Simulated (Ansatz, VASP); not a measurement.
**ZrB: VASP beside Ansatz**

Contents of INCAR:

```
SYSTEM = ZrB
ALGO = Normal
EDIFF = 1E-6
ENCUT = 500
GGA_COMPAT = .False.
ISIF = 2
ISMEAR = 0
LASPH = .True.
LCHARG = .False.
LREAL = .False.
LWAVE = .False.
NBANDS = 14
NELM = 120
PREC = Accurate
SIGMA = 0.05
```

Contents of KPOINTS:

```
k-points
0
Gamma
  8 8 8
  0 0 0
```

Contents of POSCAR:

```
ZrB
1.0
    0.0000000000      2.3250013489      2.3250013489
    2.3250013489      0.0000000000      2.3250013489
    2.3250013489      2.3250013489      0.0000000000
Zr B
1 1
Direct
    0.5000000000      0.5000000000      0.5000000000
    0.0000000000      0.0000000000      0.0000000000
```

Input for Ansatz:

```yaml
crystal:
  lattice:
    - [0.0, 2.3250013489, 2.3250013489]
    - [2.3250013489, 0.0, 2.3250013489]
    - [2.3250013489, 2.3250013489, 0.0]
  atoms:
    - { symbol: Zr, position: [0.5, 0.5, 0.5] }
    - { symbol: B, position: [0.0, 0.0, 0.0] }
basis:
  ecutwfc: 420
  ecutrho_ratio: 4
kpoints:
  mp_grid: { grid: [8, 8, 8] }
hamiltonian:
  xc: lda
scf:
  occupations: { method: gaussian, width: 0.05 }
output:
  forces: true
  stress: true
  eigenvalues: true
```

Alike in both runs: task single point; functional LDA; k mesh 8 × 8 × 8; occupations gaussian, width 0.05 eV; no spin polarisation.

```csv
,VASP,Ansatz
version,VASP 6.6.1,Ansatz 0.2.0
potentials or method,"VASP PAW LDA potentials, release 64 (Zr_sv, B), cutoff 500 eV","scalar-relativistic, plane waves, PAW"
valence electrons in the cell,15,15
```

Ansatz gave:

```
gap on the k mesh at the Fermi level (eV) : none
pressure (GPa)                            : 25.5
```

Q: What did VASP give for the same quantities?

A: gap on the k mesh at the Fermi level (eV): none; pressure (GPa): 26.0.

LDA's correlation is that of Perdew and Zunger in VASP and of Perdew and Wang (1992) in Ansatz. A gap of «none» marks a metal or a gap that the smearing closes.
